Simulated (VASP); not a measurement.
Write the native input for VASP 6.6.1 that does the following.

```
Task                   : single point
Functional             : PBE
Potentials or basis    : VASP PAW PBE potentials, release 64 (Os)
Cutoff                 : 520 eV
k mesh                 : 18 × 18 × 10
Occupations            : gaussian, width 0.1 eV
Spin                   : no spin polarisation
Dipole correction      : no
Further INCAR settings : ALGO = Fast; EDIFF = 1e-07; NBANDS = 15
```

The structure of Os lies in POSCAR:

```
Os
1.0
    2.7527908585      0.0000000000      0.0000000000
   -1.3763954293      2.3839868148      0.0000000000
    0.0000000000      0.0000000000      4.3508626233
Os
2
Direct
    0.3333333333      0.6666666667      0.2500000000
    0.6666666667      0.3333333333      0.7500000000
```

The input as run:

INCAR

```
SYSTEM = Os
ALGO = Fast
EDIFF = 1E-7
ENCUT = 520
GGA = PE
ISIF = 2
ISMEAR = 0
LASPH = .True.
LCHARG = .False.
LREAL = .False.
LWAVE = .False.
NBANDS = 15
NELM = 100
PREC = Accurate
SIGMA = 0.1
```

KPOINTS

```
k-points
0
Gamma
  18 18 10
  0 0 0
```

Potentials or basis: VASP PAW PBE potentials, release 64 (Os).

The run is started by

```console
$ cat potpaw_PBE.64/Os/POTCAR > POTCAR
$ mpirun -np 1 vasp_std > vasp.out
```

It gave:

- Pressure: -0.2 GPa
- Band gap on the k mesh: zero (band 8 reaches 11.13 eV, above the bottom of band 9 at 7.32 eV)

Caveat: spin-orbit coupling is left out, which moves the levels of the heavy elements.

Wall time 39 s on 1 thread of Intel(R) Xeon(R) 6975P-C (Granite Rapids), on a shared host, peak memory 0.19 GiB.
